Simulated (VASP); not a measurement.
# Be2ZnSe3 (P6mm) in VASP: a series of runs, part 2 of 2

VASP 6.6.1. The steps go on from the part before.

## 3. Single point, PBE

This run uses another cell than the first one, of 19.27 Å³/atom.

INCAR

```
PREC = Accurate
ENCUT = 520
EDIFF = 1E-7
ISMEAR = 0
SIGMA = 0.1
LREAL = False
LASPH = True
NELM = 100
ALGO = Normal
ISIF = 2
LWAVE = False
LCHARG = True
GGA = PE
LELF = True
LVHAR = True
NBANDS = 26
```

KPOINTS

```
regular mesh
0
Gamma
  6 6 4
```

POSCAR

```
Be2ZnSe3
1.0
    5.6538260100      0.0000000000      0.0000000000
   -2.8269130100      4.8963569600      0.0000000000
    0.0000000000      0.0000000000      4.1758119200
Be Zn Se
2 1 3
Direct
    0.6666666700      0.3333333300      0.4961477200
    0.3333333300      0.6666666700      0.4961477200
    0.0000000000      0.0000000000      0.1926302600
    0.0000000000      0.5000000000      0.9950230700
    0.5000000000      0.0000000000      0.9950230700
    0.5000000000      0.5000000000      0.9950230700
```

Potentials or basis: VASP PAW PBE potentials, release 64 (Be, Zn, Se).

Launch:

```console
cat potpaw_PBE.64/Be/POTCAR potpaw_PBE.64/Zn/POTCAR potpaw_PBE.64/Se/POTCAR > POTCAR
mpirun -np 1 vasp_std > vasp.out
```

OUTCAR:

```text
PREC = Accurate
   ENCUT = 520
   EDIFF = 1E-7
   ISMEAR = 0
   LREAL = False
   LASPH = True
   NELM = 100
   ISIF = 2
   GGA = PE

 ion  position               nearest neighbor table
   1  0.667  0.333  0.496-
   2  0.333  0.667  0.496-
   3  0.000  0.000  0.193-
   4  0.000  0.500  0.995-
   5  0.500  0.000  0.995-
   6  0.500  0.500  0.995-

  LATTYP: Found a hexagonal cell.
 ALAT       =     5.6538260100
 C/A-ratio  =     0.7385816105

  Lattice vectors:

 A1 = (   5.6538260100,   0.0000000000,   0.0000000000)
 A2 = (  -2.8269130100,   4.8963569600,   0.0000000000)
 A3 = (   0.0000000000,   0.0000000000,   4.1758119200)

Analysis of symmetry for initial positions (statically):
=====================================================================
 Subroutine PRICEL returns:
 Original cell was already a primitive cell.

 Routine SETGRP: Setting up the symmetry group for a
 hexagonal supercell.
[... 168 lines left out ...]

  energy without entropy =      -15.16137812  energy(sigma->0) =      -15.16994720

 E-fermi :   4.4263     XC(G=0):  -9.6183

 val. band max:        4.4102718001   @ k =   0.3333   0.0000   0.0000
 cond. band min:       4.4813356264   @ k =   0.1667   0.1667   0.0000
 fundamental gap:      0.0710638263
 Fermi energy:         4.4262806859

 k-point     1 :       0.0000    0.0000    0.0000
  band No.  band energies     occupation
      1     -11.9048      2.00000
      2      -8.6659      2.00000
      3      -8.6659      2.00000
      4      -4.1482      2.00000
      5      -2.4564      2.00000
      6      -2.4564      2.00000
[... 598 lines left out ...]
     25       9.5484      0.00000
     26       9.5484      0.00000

------------------------ aborting loop because EDIFF is reached ----------------------------------------

  FORCE on cell =-STRESS in cart. coord.  units (eV):
  Direction    XX          YY          ZZ          XY          YZ          ZX
  --------------------------------------------------------------------------------------
  -------------------------------------------------------------------------------------
  Total        4.3623799      4.3623799     -7.2612575     -0.0000000      0.0000000      0.0000000
  in kB       60.4613205     60.4613207   -100.6389227     -0.0000001      0.0000000      0.0000000
  external PRESSURE =       6.7612395 kB  Pullay stress =       0.0000000 kB

 VOLUME and BASIS-vectors are now :
 -----------------------------------------------------------------------------
  energy-cutoff  :      520.00
  volume of cell :      115.60
      direct lattice vectors                 reciprocal lattice vectors
     5.653826010  0.000000000  0.000000000     0.176871378  0.102116738  0.000000000
    -2.826913010  4.896356960  0.000000000     0.000000000  0.204233476  0.000000000
     0.000000000  0.000000000  4.175811920     0.000000000  0.000000000  0.239474387

 POSITION                                       TOTAL-FORCE (eV/Angst)
 -----------------------------------------------------------------------------------
      2.82691      1.63212      2.07182        -0.000000      0.000000      0.001889
     -0.00000      3.26424      2.07182         0.000000     -0.000000      0.001889
      0.00000      0.00000      0.80439         0.000000     -0.000000      0.641944
     -1.41346      2.44818      4.15503        -0.000000     -0.000000     -0.215241
      2.82691      0.00000      4.15503         0.000000      0.000000     -0.215241
      1.41346      2.44818      4.15503        -0.000000     -0.000000     -0.215241
 -----------------------------------------------------------------------------------
    total drift:                               -0.000000     -0.000001      0.001786

  FREE ENERGIE OF THE ION-ELECTRON SYSTEM (eV)
  ---------------------------------------------------
  free  energy   TOTEN  =       -15.1785162888 eV

  energy  without entropy=      -15.1613781174  energy(sigma->0) =      -15.16994720
```

stdout:

```text
POSCAR found type information on POSCAR BeZnSe
 POSCAR found :  3 types and       6 ions
 scaLAPACK will be used
 LDA part: xc-table for (Slater+PW92), standard interpolation
 POSCAR, INCAR and KPOINTS ok, starting setup
 FFT: planning ... GRIDC
 FFT: planning ... GRID_SOFT
 FFT: planning ... GRID
 WAVECAR not read
 entering main loop
```

Run time: 90 s. Hardware: 1 thread of Intel Xeon 8259CL, shared host; peak memory 0.26 GiB.

Results:

| Property | Result |
| --- | --- |
| Free energy | -15.1785 eV |
| Pressure | 0.7 GPa |
| Largest force | 0.642 eV/Å |
| Band gap on the k mesh | zero (bands 17 and 18 overlap by 1.45 eV) |

Forces on the atoms (eV/Å):
```
Be   0.000  0.000  0.002
Be   0.000  0.000  0.002
Zn   0.000  0.000  0.642
Se   0.000  0.000 -0.215
Se   0.000  0.000 -0.215
Se   0.000  0.000 -0.215
```

Stress tensor (GPa, compression positive):
```
  6.05   0.00   0.00
  0.00   6.05   0.00
  0.00   0.00 -10.06
```

Levels at points of the mesh, in eV from the Fermi level:
```tsv
k point	band 15	band 16	band 17	band 18	band 19	band 20
(0.00, 0.00, 0.00)	-2.12	-1.84	0.60	0.74	1.30	1.30
(0.50, 0.00, 0.00)	-3.01	-2.23	-1.30	-0.67	0.52	1.09
(0.00, 0.00, 0.50)	-1.81	-1.67	0.77	0.77	0.86	1.57
(0.50, 0.00, 0.50)	-3.21	-2.63	-1.17	1.22	1.63	2.31
```

Caveat: the k points lie up to 0.38 Å⁻¹ apart, too coarse for converged energies and pressures of a metal.

## 4. Single point, PBE

This run uses another cell than the first one, of 21.24 Å³/atom.

INCAR

```
SYSTEM = Be2ZnSe3
PREC     = Accurate       ! precision mode
ENCUT    = 520            ! plane-wave cutoff, eV
EDIFF    = 1E-6           ! SCF threshold, eV
ISMEAR   = 0              ! smearing method
SIGMA    = 0.1            ! smearing width, eV
LREAL    = .False.        ! projectors in reciprocal space
LASPH    = .True.         ! aspherical terms in the spheres
NELM     = 60             ! most SCF steps
ALGO     = Normal         ! electronic algorithm
ISIF     = 2              ! what is computed and relaxed
LWAVE    = .False.        ! write WAVECAR
LCHARG   = .False.        ! write CHGCAR
GGA      = PE             ! functional
NBANDS   = 26             ! bands
```

KPOINTS

```
regular mesh
0
Gamma
  6 6 4
  0 0 0
```

POSCAR

```
Be2ZnSe3
1.0
    7.1349639011      0.0000000036      0.0000000000
   -3.5674819537      6.1790599917      0.0000000000
    0.0000000000      0.0000000000      2.8912949739
Be Zn Se
2 1 3
Direct
    0.6666666667      0.3333333333      0.7169239635
    0.3333333333      0.6666666667      0.7169239635
    0.0000000000      0.0000000000     -0.0641793353
    0.0000000000      0.5000000000      0.9334421061
    0.5000000000      0.0000000000      0.9334421061
    0.5000000000      0.5000000000      0.9334421061
```

Launch:

```console
cat potpaw_PBE.64/Be/POTCAR potpaw_PBE.64/Zn/POTCAR potpaw_PBE.64/Se/POTCAR > POTCAR
mpirun -np 1 vasp_std > vasp.out
```

Wall time 1.7 min (1 thread of Intel Xeon 8259CL, shared host); peak memory 0.28 GiB.

It converged, with:

- Free energy: -19.2704 eV
- Pressure: 0.0 GPa
- Largest force: 0.010 eV/Å
- Band gap on the k mesh: zero (bands 17 and 18 overlap by 3.16 eV)

Forces on the atoms (eV/Å):
```
Be   0.000  0.000 -0.010
Be   0.000  0.000 -0.010
Zn   0.000  0.000 -0.004
Se   0.000  0.000  0.008
Se   0.000  0.000  0.008
Se   0.000  0.000  0.008
```

Levels at points of the mesh, in eV from the Fermi level:
```
           k point  band 14  band 15  band 16  band 17  band 18  band 19  band 20  band 21
(0.00, 0.00, 0.00)    -2.34    -1.11     0.82     2.04     2.23     2.23     3.78     3.78
(0.50, 0.00, 0.00)    -1.75    -1.58     1.71     2.00     2.24     2.36     2.54     3.63
(0.00, 0.00, 0.50)    -3.16    -0.83    -0.65    -0.65     0.44     0.51     1.31     2.67
(0.50, 0.00, 0.50)    -2.70    -1.83    -1.12     0.02     0.20     1.12     1.39     1.56
```

Caveat: the k points lie up to 0.54 Å⁻¹ apart, too coarse for converged energies and pressures of a metal.

## 5. Single point, PBE

This run uses another cell than the first one, of 21.99 Å³/atom.

INCAR

```
  PREC = Accurate
  ENCUT = 520
  EDIFF = 1E-6
  ISMEAR = 0
  SIGMA = 0.1
  LREAL = F
  LASPH = T
  NELM = 80
  ALGO = Normal
  ISIF = 2
  LWAVE = F
  LCHARG = T
  GGA = PE
  LELF = T
  LVHAR = T
  NBANDS = 26
```

KPOINTS

```
Automatic mesh
0
Gamma
  6 6 12
```

POSCAR

```
Be2ZnSe3
1.0
    7.1725639690      0.0000000000      0.0000000000
   -3.5862819845      6.2116226074      0.0000000000
    0.0000000000      0.0000000000      2.9614459155
Be Zn Se
2 1 3
Direct
    0.6666666667      0.3333333333      0.7337560560
    0.3333333333      0.6666666667      0.7337560560
    0.0000000000      0.0000000000      0.9272503951
    0.0000000000      0.5000000000      0.9250774676
    0.5000000000      0.0000000000      0.9250774676
    0.5000000000      0.5000000000      0.9250774676
```

Launch:

```console
cat potpaw_PBE.64/Be/POTCAR potpaw_PBE.64/Zn/POTCAR potpaw_PBE.64/Se/POTCAR > POTCAR
mpirun -np 1 vasp_std > vasp.out
```

Wall time 4 min (1 thread of Intel Xeon 8259CL, shared host); peak memory 0.35 GiB.

It converged, with:

```yaml
Free_energy: -18.5600 eV
Pressure: 0.1 GPa
Largest_force: 0.009 eV/Å
Band_gap_on_the_k_mesh: zero (bands 17 and 18 overlap by 2.66 eV)
```

Forces on the atoms (eV/Å):
```
Be   0.000  0.000 -0.009
Be   0.000  0.000 -0.009
Zn   0.000  0.000  0.000
Se   0.000  0.000  0.006
Se   0.000  0.000  0.006
Se   0.000  0.000  0.006
```

Stress tensor (GPa, compression positive):
```
0.17 0.00 0.00
0.00 0.17 0.00
0.00 0.00 0.03
```

Levels at points of the mesh, in eV from the Fermi level:
```csv
k point,band 15,band 16,band 17,band 18,band 19,band 20
"(0.00, 0.00, 0.00)",-0.93,0.86,1.64,1.95,1.95,3.80
"(0.50, 0.00, 0.00)",-1.41,1.52,1.86,2.03,2.23,2.45
"(0.00, 0.00, 0.50)",-0.79,-0.68,-0.68,0.43,0.61,1.67
"(0.50, 0.00, 0.50)",-1.79,-1.11,0.01,0.31,1.46,1.52
```

## 6. Relaxation of cell and atoms, PBE

This run uses another cell than the first one, of 21.24 Å³/atom.

INCAR

```
ALGO = Normal ; EDIFF = 1E-6
EDIFFG = -0.04 ; ENCUT = 600
GGA = PE ; IBRION = 2
ISIF = 3 ; ISMEAR = 0
LASPH = True ; LCHARG = False
LREAL = False ; LWAVE = False
NELM = 80 ; NSW = 90
PREC = Accurate ; SIGMA = 0.1
```

KPOINTS

```
k-points
0
Gamma
  3 3 6
```

POSCAR

```
Be2ZnSe3
1.0
    7.1349639011      0.0000000000      0.0000000000
   -3.5674819506      6.1790599935      0.0000000000
    0.0000000000      0.0000000000      2.8912949739
Be Zn Se
2 1 3
Direct
    0.6666666667      0.3333333333      0.7169239635
    0.3333333333      0.6666666667      0.7169239635
    0.0000000000      0.0000000000      0.9358206647
    0.0000000000      0.5000000000      0.9334421061
    0.5000000000      0.0000000000      0.9334421061
    0.5000000000      0.5000000000      0.9334421061
```

Potentials or basis: VASP PAW PBE potentials, release 64 (Be, Zn, Se).

Launch:

```console
cat potpaw_PBE.64/Be/POTCAR potpaw_PBE.64/Zn/POTCAR potpaw_PBE.64/Se/POTCAR > POTCAR
mpirun -np 1 vasp_std > vasp.out
```

It took 7.7 min on 1 thread of Intel Xeon 8259CL, shared host; peak memory 0.32 GiB.

The run converged. Its results:

| Property | Result |
| --- | --- |
| Free energy | -18.4910 eV |
| Relaxed volume | 22.08 Å³/atom |
| Relaxed cell | a = 7.017 Å, b = 7.017 Å, c = 3.107 Å, α = 90.00°, β = 90.00°, γ = 120.00° |
| Space group after relaxing (to 0.1 Å) | P6mm (No. 183) |
| Energy gained by relaxing | 32.4 meV/atom |
| Ionic steps | 12 |
| Pressure after relaxing | -0.1 GPa |
| Largest force after relaxing | 0.016 eV/Å |
| Band gap on the k mesh | zero (bands 17 and 18 overlap by 1.76 eV) |

Forces on the atoms (eV/Å):
```
Be   0.000  0.000  0.005
Be   0.000  0.000  0.005
Zn   0.000  0.000  0.016
Se   0.000  0.000 -0.008
Se   0.000  0.000 -0.008
Se   0.000  0.000 -0.008
```

Stress tensor (GPa, compression positive):
```
-0.16  0.00  0.00
 0.00 -0.16  0.00
 0.00  0.00  0.03
```

The path:
| step | energy change (eV) | largest force (eV/Å) | pressure (GPa) | volume (Å³) |
| --- | --- | --- | --- | --- |
| 1 | 0.0000 | 0.0257 | 1.31 | 127.47 |
| 2 | -0.1114 | 0.0179 | 0.77 | 130.67 |
| 3 | -0.1372 | 0.0500 | -1.21 | 140.04 |
| 4 | -0.1846 | 0.0259 | -0.57 | 135.97 |
| 5 | -0.1879 | 0.0901 | 0.13 | 134.15 |
| 6 | -0.1883 | 0.0737 | -0.06 | 134.61 |
| 7 | -0.1896 | 0.0699 | -0.02 | 134.24 |
| 8 | -0.1921 | 0.0588 | 0.12 | 133.12 |
| 9 | -0.1909 | 0.0363 | 0.40 | 130.91 |
| 10 | -0.1926 | 0.0516 | 0.21 | 132.33 |
| 11 | -0.1935 | 0.0357 | 0.13 | 132.37 |
| 12 | -0.1944 | 0.0162 | -0.10 | 132.48 |

Final structure:
```cif
data_structure
_symmetry_space_group_name_H-M 'P 1'
_symmetry_Int_Tables_number 1
_cell_length_a 7.0171
_cell_length_b 7.0171
_cell_length_c 3.1066
_cell_angle_alpha 90.000
_cell_angle_beta 90.000
_cell_angle_gamma 120.000
_cell_volume 132.48
loop_
_atom_site_label
_atom_site_type_symbol
_atom_site_fract_x
_atom_site_fract_y
_atom_site_fract_z
_atom_site_occupancy
Be1 Be 0.66667 0.33333 0.70312 1
Be2 Be 0.33333 0.66667 0.70312 1
Zn1 Zn 0.00000 0.00000 0.93721 1
Se1 Se 0.00000 0.50000 0.94218 1
Se2 Se 0.50000 0.00000 0.94218 1
Se3 Se 0.50000 0.50000 0.94218 1
```

Levels at points of the mesh, in eV from the Fermi level:
| k point | band 15 | band 16 | band 17 | band 18 | band 19 | band 20 |
| --- | --- | --- | --- | --- | --- | --- |
| (0.00, 0.00, 0.00) | -0.38 | 0.95 | 1.50 | 1.50 | 1.90 | 4.44 |
| (0.00, 0.00, 0.50) | -0.41 | -0.41 | -0.27 | 0.35 | 0.66 | 1.95 |

Caveat: the k points lie up to 0.34 Å⁻¹ apart in the final cell, too coarse for converged energies and pressures of a metal.

## 7. Summary

```tsv
task	cell	k mesh	cutoff (eV)	gap on the mesh (eV)	pressure (GPa)	largest force (eV/Å)
single point	a = 7.016, b = 7.016, c = 3.109 Å, angles 90.0, 90.0, 120.0°, 6 atoms, atomic positions A	3 × 3 × 6	520	none	0.1	0.04
single point	a = 5.654, b = 5.654, c = 4.176 Å, angles 90.0, 90.0, 120.0°, 6 atoms, atomic positions B	6 × 6 × 4	520	none	0.7	0.64
single point	a = 7.135, b = 7.135, c = 2.891 Å, angles 90.0, 90.0, 120.0°, 6 atoms, atomic positions C	6 × 6 × 4	520	none	0.0	0.01
single point	a = 7.173, b = 7.173, c = 2.961 Å, angles 90.0, 90.0, 120.0°, 6 atoms, atomic positions D	6 × 6 × 12	520	none	0.1	0.01
relaxation of cell and atoms	relaxed from a = 7.135, b = 7.135, c = 2.891 Å, angles 90.0, 90.0, 120.0°, 6 atoms, atomic positions C	3 × 3 × 6	600	none	-0.1	0.02
```

Alike in all rows: level PBE; potentials or basis VASP PAW PBE potentials, release 64 (Be, Zn, Se); no spin polarisation; smearing gaussian 0.1 eV.

Caveats: some runs use coarse meshes.

Absolute energies hang on the potentials; compare differences alone.

The gap in the log of VASP goes by the Fermi energy; the results here count the filled bands.